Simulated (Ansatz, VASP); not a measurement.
BaS: VASP beside Ansatz

```
Ba S
1.0
     4.41324    0.00000    0.00000
    -2.20662    3.82198    0.00000
     0.00000    0.00000    7.75486
Ba S
2 2
Direct
  0.00000 0.00000 0.00000
  0.33333 0.66667 0.50000
  0.66667 0.33333 0.25000
  0.66667 0.33333 0.75000
```

Alike in both runs: functional PBE; k mesh 9 × 9 × 6; occupations gaussian, width 0.02 eV; no spin polarisation.

Ansatz relaxed the structure, and its values are those at the end. VASP's run is a single point on that final structure, the one shown.

```csv
,VASP,Ansatz
version,VASP 6.6.1,Ansatz 0.2.0
potentials or method,"VASP PAW PBE potentials, release 64 (Ba_sv, S), cutoff 520 eV","scalar-relativistic, plane waves, PAW"
valence electrons in the cell,32,32
```

|  | VASP | Ansatz | Ansatz less VASP |
| --- | --- | --- | --- |
| gap on the k mesh at the Fermi level (eV) | 1.93 | 2.00 | +0.073 |
| least direct gap on the mesh (eV) | 2.22 | 2.28 | +0.060 |
| pressure (GPa) | 0.6 | 0.0 | -0.59 |

Spin-orbit coupling is off throughout.
